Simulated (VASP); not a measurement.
# TiH: single point with PBEsol

TiH:

```xyz
2
Lattice="0.0000 2.0176 2.0176 2.0176 0.0000 2.0176 2.0176 2.0176 0.0000" Properties=species:S:1:pos:R:3 pbc="T T T"
Ti    0.0000    0.0000    0.0000
H     2.0176    2.0176    2.0176
```

```yaml
Program: VASP 6.6.1
Task: single point
Functional: PBEsol
Potentials_or_basis: VASP PAW PBE potentials, release 64 (Ti_sv, H)
Cutoff: 520 eV
k_mesh: 12 × 12 × 12
Occupations: gaussian, width 0.1 eV
Spin: no spin polarisation
Dipole_correction: no
Further_INCAR_settings: ALGO = Normal; EDIFF = 1e-06; NBANDS = 14
```

* Pressure: 13.8 GPa

Levels at points of the mesh, in eV from the Fermi level:
| k point | band 2 | band 3 | band 4 | band 5 | band 6 | band 7 | band 8 | band 9 | band 10 | band 11 |
| --- | --- | --- | --- | --- | --- | --- | --- | --- | --- | --- |
| (0.00, 0.00, 0.00) | -32.24 | -32.24 | -32.24 | -9.97 | 0.71 | 0.71 | 0.71 | 2.42 | 2.42 | 11.72 |
| (0.50, 0.00, 0.00) | -33.14 | -32.34 | -32.34 | -5.11 | -3.42 | 0.24 | 0.24 | 3.73 | 3.73 | 8.20 |
| (0.50, 0.50, 0.00) | -33.04 | -32.54 | -32.54 | -7.40 | -2.18 | 2.02 | 3.65 | 4.14 | 4.14 | 7.59 |

Wall time 13 s on 1 thread of Intel Xeon 6975P-C, on a shared host, peak memory 0.15 GiB.

Caveat: the PAW data sets were made with another functional, which shifts forces and pressure a little.
